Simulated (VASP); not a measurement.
Write the native input for VASP 6.6.1 that does the following.

| Item | Value |
| --- | --- |
| Task | single point |
| Functional | HSE06 |
| Potentials or basis | VASP PAW PBE potentials, release 64 (Cd, Te) |
| Cutoff | 520 eV |
| k mesh | 4 × 4 × 4 |
| Occupations | gaussian, width 0.01 eV |
| Spin | no spin polarisation |
| Dipole correction | no |
| Grid for exact exchange (PRECFOCK) | Normal |
| Further INCAR settings | ALGO = Normal; EDIFF = 1e-06; NBANDS = 16 |
| Screening parameter | 0.2079 1/Å |

Crystal: CdTe.

```xyz
2
Lattice="0.0000 3.3456 3.3456 3.3456 0.0000 3.3456 3.3456 3.3456 0.0000" Properties=species:S:1:pos:R:3 pbc="T T T"
Cd    0.0000    0.0000    0.0000
Te    1.6728    1.6728    1.6728
```

This cell differs from its parent crystal: strain +2.0%.

These files were run (other wordings do the same):

POSCAR

```
CdTe
1.0
    0.0000000000      3.3455542169      3.3455542169
    3.3455542169      0.0000000000      3.3455542169
    3.3455542169      3.3455542169      0.0000000000
Cd Te
1 1
Direct
    0.0000000000      0.0000000000      0.0000000000
    0.2500000000      0.2500000000      0.2500000000
```

INCAR.step1

```
SYSTEM = CdTe
  ALGO = Normal
  EDIFF = 1E-5
  ENCUT = 520
  GGA = PE
  ISIF = 2
  ISMEAR = 0
  LASPH = .True.
  LCHARG = .False.
  LREAL = .False.
  LWAVE = .True.
  NBANDS = 16
  NELM = 60
  PREC = Accurate
  SIGMA = 0.01
```

INCAR.step2

```
SYSTEM = CdTe
  ALGO = Normal
  EDIFF = 1E-6
  ENCUT = 520
  GGA = PE
  HFSCREEN = 0.2079
  ISIF = 2
  ISMEAR = 0
  ISTART = 1
  LASPH = .True.
  LCHARG = .False.
  LHFCALC = .True.
  LREAL = .False.
  LWAVE = .False.
  NBANDS = 16
  NELM = 60
  PREC = Accurate
  PRECFOCK = Normal
  SIGMA = 0.01
```

KPOINTS

```
k-points
0
Gamma
  4 4 4
  0 0 0
```

Potentials or basis: VASP PAW PBE potentials, release 64 (Cd, Te).

The run is started by

```bash
$ cat potpaw_PBE.64/Cd/POTCAR potpaw_PBE.64/Te/POTCAR > POTCAR
$ cp INCAR.step1 INCAR
$ mpirun -np 1 vasp_std > vasp.out
$ cp INCAR.step2 INCAR
$ mpirun -np 1 vasp_std > vasp.out
```

Results of the run:

The pressure is -1.9 GPa and the band gap on the k mesh is 1.25 eV, direct.

Caveat: the cell differs from its parent crystal (strain +2.0%); the PAW data sets were made with another functional, which shifts forces and pressure a little; spin-orbit coupling is left out, which moves the levels of the heavy elements.

Wall time 8.1 min on 1 thread of Intel(R) Xeon(R) Platinum 8488C (Sapphire Rapids), with other jobs on the host, peak memory 0.32 GiB.
